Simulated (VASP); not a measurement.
Write the native input for VASP 6.6.1 that does the following.

* Task: single point
* Functional: PBE
* Potentials or basis: VASP PAW PBE potentials, release 64 (Ag, Rh_pv)
* Cutoff: 520 eV
* k mesh: 18 × 18 × 10
* Occupations: gaussian, width 0.1 eV
* Spin: collinear spin, ferromagnetic start
* Starting moments: [0.0, 0.82] μB
* Dipole correction: no
* Further INCAR settings: ALGO = Normal; EDIFF = 1e-06; NBANDS = 24

The structure of AgRh lies in POSCAR:

```
AgRh
1.0
    2.7775881998      0.0000000000      0.0000000000
   -1.3887940999      2.4054619423      0.0000000000
    0.0000000000      0.0000000000      4.8086020000
Ag Rh
1 1
Direct
    0.0000000000      0.0000000000      0.5000000000
    0.6666666700      0.3333333300      0.0000000000
```

These files were run (other wordings do the same):

INCAR

```
SYSTEM = AgRh
  PREC = Accurate
  ENCUT = 520
  EDIFF = 1E-6
  ISMEAR = 0
  SIGMA = 0.1
  LREAL = .False.
  LASPH = .True.
  NELM = 150
  ALGO = Normal
  ISIF = 2
  LWAVE = .False.
  LCHARG = .True.
  ISPIN = 2
  MAGMOM = 0 0.82
  LORBIT = 11
  LMAXMIX = 4
  GGA = PE
  LELF = .True.
  LVHAR = .True.
  NBANDS = 24
```

KPOINTS

```
regular mesh
0
Gamma
  18 18 10
  0 0 0
```

Potentials or basis: VASP PAW PBE potentials, release 64 (Ag, Rh_pv).

Command:

```sh
$ cat potpaw_PBE.64/Ag/POTCAR potpaw_PBE.64/Rh_pv/POTCAR > POTCAR
$ mpirun -np 1 vasp_std > vasp.out
```

Results of the run:

```json
{
  "Pressure": "-2.1 GPa",
  "Net moment": "0.50 μB per cell",
  "Site moments": "Ag +0.01; Rh +0.49 μB",
  "Valence electrons inside the program's atomic spheres": "Ag 9.93; Rh 13.62"
}
```

It took 93 s on 1 thread of Intel(R) Xeon(R) 6975P-C (Granite Rapids), with other jobs on the host, peak memory 0.36 GiB.
